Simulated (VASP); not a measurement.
Si2W, 9 atoms in the cell. Symmetry: P6_222, No. 180, hexagonal system. Conventional cell: a = 4.552 Å, b = 4.552 Å, c = 6.572 Å, α = 90.00°, β = 90.00°, γ = 120.00°. Within 3.4 Å of W (site symmetry 222) lie 10 Si at 2.56 to 2.65 Å and 4 W at 3.16 Å. Within 3.4 Å of Si (site symmetry 2) lie 9 Si at 2.54 to 3.19 Å and 5 W at 2.56 to 2.65 Å. 

| Quantity | Value |
| --- | --- |
| Program | VASP 6.6.1 |
| Task | single point |
| Functional | PBEsol |
| Dispersion | D4 |
| Potentials or basis | VASP PAW PBE potentials, release 64 (W_sv, Si) |
| Cutoff | 520 eV |
| k mesh | 7 × 7 × 4 |
| Occupations | fermi-dirac, width 0.05 eV |
| Spin | no spin polarisation |
| Dipole correction | no |
| Further INCAR settings | ALGO = Normal; EDIFF = 1e-07; NBANDS = 43 |

Potentials or basis: VASP PAW PBE potentials, release 64 (W_sv, Si).

Command:

```sh
$ cat potpaw_PBE.64/W_sv/POTCAR potpaw_PBE.64/Si/POTCAR > POTCAR
$ mpirun -np 1 vasp_std > vasp.out
```

Hardware: 1 thread of Intel Xeon 8259CL, with other jobs on the host.

How long does it take, and how much memory?

Run time: 5.5 min on 1 thread of Intel Xeon 8259CL, with other jobs on the host, peak memory 0.29 GiB. Counts: scf iterations 14, k points 24.
